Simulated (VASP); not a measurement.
Wanted: the native input for a VASP 6.6.1 run.

```yaml
Task: single point
Functional: PBE
Potentials_or_basis: VASP PAW PBE potentials, release 64 (Mg, O)
Cutoff: 520 eV
k_mesh: 10 × 10 × 10
Occupations: gaussian, width 0.05 eV
Spin: no spin polarisation
Dipole_correction: no
Further_INCAR_settings: ALGO = Normal; EDIFF = 1e-07; NBANDS = 11
```

The structure of MgO lies in POSCAR:

```
MgO
1.0
    0.0000000000      2.1269229054      2.1269229054
    2.1269229054      0.0000000000      2.1269229054
    2.1269229054      2.1269229054      0.0000000000
Mg O
1 1
Direct
   -0.0235081393      0.0235081393     -0.0235081393
    0.5000000000      0.5000000000      0.5000000000
```

This cell differs from its parent crystal: all Mg atoms moved -0.100 Å, as atom 1 along Cartesian [0 1 0].

These files were run (other wordings do the same):

INCAR

```
SYSTEM = MgO
  PREC = Accurate
  ENCUT = 520
  EDIFF = 1E-7
  ISMEAR = 0
  SIGMA = 0.05
  LREAL = .FALSE.
  LASPH = .TRUE.
  NELM = 100
  ALGO = Normal
  ISIF = 2
  LWAVE = .FALSE.
  LCHARG = .TRUE.
  GGA = PE
  LELF = .TRUE.
  LVHAR = .TRUE.
  NBANDS = 11
```

KPOINTS

```
regular mesh
0
G
  10 10 10
  0 0 0
```

Potentials or basis: VASP PAW PBE potentials, release 64 (Mg, O).

Run with:

```console
$ cat potpaw_PBE.64/Mg/POTCAR potpaw_PBE.64/O/POTCAR > POTCAR
$ mpirun -np 1 vasp_std > vasp.out
```

It gave:

The pressure is 0.1 GPa and the largest force is 0.515 eV/Å. The band gap on the k mesh is 4.44 eV, direct.

Caveat: the cell differs from its parent crystal (all Mg atoms moved -0.100 Å, as atom 1 along Cartesian [0 1 0]).

Run time: 11 s on 1 thread of Intel(R) Xeon(R) Platinum 8488C (Sapphire Rapids) (shared host), peak memory 0.15 GiB.
